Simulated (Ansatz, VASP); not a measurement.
# TlCl: VASP beside Ansatz

File POSCAR:

```
TlCl
1.0
    3.8738247147      0.0000000000      0.0000000000
    0.0000000000      3.8738247147      0.0000000000
    0.0000000000      0.0000000000      3.8738247147
Tl Cl
1 1
Direct
    0.0000000000      0.0000000000      0.0000000000
    0.5000000000      0.5000000000      0.5000000000
```

File INCAR.step1:

```
  PREC = Accurate
  ENCUT = 400
  EDIFF = 1E-5
  ISMEAR = -1
  SIGMA = 0.05
  LREAL = False
  LASPH = True
  NELM = 120
  ALGO = Normal
  ISIF = 2
  LWAVE = True
  LCHARG = False
  NBANDS = 17
  GGA = PE
  GGA_COMPAT = False
```

Contents of INCAR.step2:

```
  PREC = Accurate
  ENCUT = 400
  EDIFF = 1E-6
  ISMEAR = -1
  SIGMA = 0.05
  LREAL = False
  LASPH = True
  NELM = 120
  ALGO = Normal
  ISIF = 2
  LWAVE = False
  LCHARG = False
  GGA = PE
  LHFCALC = True
  HFSCREEN = 0.2079
  PRECFOCK = Normal
  NBANDS = 17
  ISTART = 1
  GGA_COMPAT = False
```

The input KPOINTS:

```
regular mesh
0
Gamma
  4 4 4
```

Input for Ansatz:

```yaml
crystal:
  lattice:
    - [3.873824714679, 0.0, 0.0]
    - [0.0, 3.873824714679, 0.0]
    - [0.0, 0.0, 3.873824714679]
  atoms:
    - { symbol: Tl, position: [0.0, 0.0, 0.0] }
    - { symbol: Cl, position: [0.5, 0.5, 0.5] }
kpoints:
  mp_grid: { grid: [4, 4, 4] }
hamiltonian:
  xc: hse06
  pseudopotentials: { kind: paw }
scf:
  occupations: { method: fermi_dirac, width: 0.05 }
  convergence: { dr2_threshold: "1e-10 eV" }
  exx: { energy_threshold: "2e-8 eV" }
output:
  forces: true
  stress: true
  eigenvalues: true
```

Alike in both runs: task single point; functional HSE06; k mesh 4 × 4 × 4; occupations fermi-dirac, width 0.05 eV; no spin polarisation.

|  | VASP | Ansatz |
| --- | --- | --- |
| version | VASP 6.6.1 | Ansatz 0.2.0 development build |
| potentials or method | VASP PAW PBE potentials, release 64 (Tl_d, Cl) | plane waves, PAW datasets (generated soft set 1) |
| plane-wave cutoff (eV) | 400 | 420 |
| valence electrons in the cell | 20 | 20 |

```csv
,VASP,Ansatz,Ansatz less VASP
gap on the k mesh at the Fermi level (eV),2.93,2.93,0.000
```

With one functional, cell and mesh, what is left measures potentials, basis and numerics.

Neither program's run includes spin-orbit coupling.
